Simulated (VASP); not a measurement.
A run of VASP 6.6.1 is set up as follows.

POSCAR

```
CaO
1.0
    0.0000000000      2.3975473901      2.3975473901
    2.3975473901      0.0000000000      2.3975473901
    2.3975473901      2.3975473901      0.0000000000
Ca O
1 1
Direct
    0.0000000000      0.0000000000      0.0000000000
    0.5000000000      0.5000000000      0.5000000000
```

The input INCAR.step1:

```
SYSTEM = CaO
PREC = Accurate ; ENCUT = 520
ISMEAR = 0 ; SIGMA = 0.01
LREAL = .False. ; LASPH = .True.
NELM = 100 ; ISYM = 0
NBANDS = 15 ; GGA = PE
ALGO = Normal ; EDIFF = 1E-4
LWAVE = .True. ; LCHARG = .False.
```

Contents of INCAR.step2:

```
SYSTEM = CaO
PREC = Accurate ; ENCUT = 520
EDIFF = 1E-7 ; ISMEAR = 0
SIGMA = 0.01 ; LREAL = .False.
LASPH = .True. ; NELM = 100
ALGO = Normal ; ISIF = 2
LWAVE = .False. ; LCHARG = .True.
METAGGA = R2SCAN ; LMIXTAU = .True.
LELF = .True. ; LVHAR = .True.
ISYM = 0 ; NBANDS = 15
ISTART = 1
```

File KPOINTS:

```
Automatic mesh
0
Gamma
  6 6 6
  0 0 0.5
```

Potentials or basis: VASP PAW PBE potentials, release 64 (Ca_sv, O).

The run is started by

```sh
$ cat potpaw_PBE.64/Ca_sv/POTCAR potpaw_PBE.64/O/POTCAR > POTCAR
$ cp INCAR.step1 INCAR
$ mpirun -np 1 vasp_std > vasp.out
$ cp INCAR.step2 INCAR
$ mpirun -np 1 vasp_std > vasp.out
```

Estimate the pressure.

1.1 GPa.

Estimate the band gap on the k mesh.

4.52 eV (least direct gap 4.85 eV).

Caveat: the PAW data sets were made with another functional, which shifts forces and pressure a little; a shifted mesh leaves out Γ, where band edges can lie. A k mesh can miss the band edges.
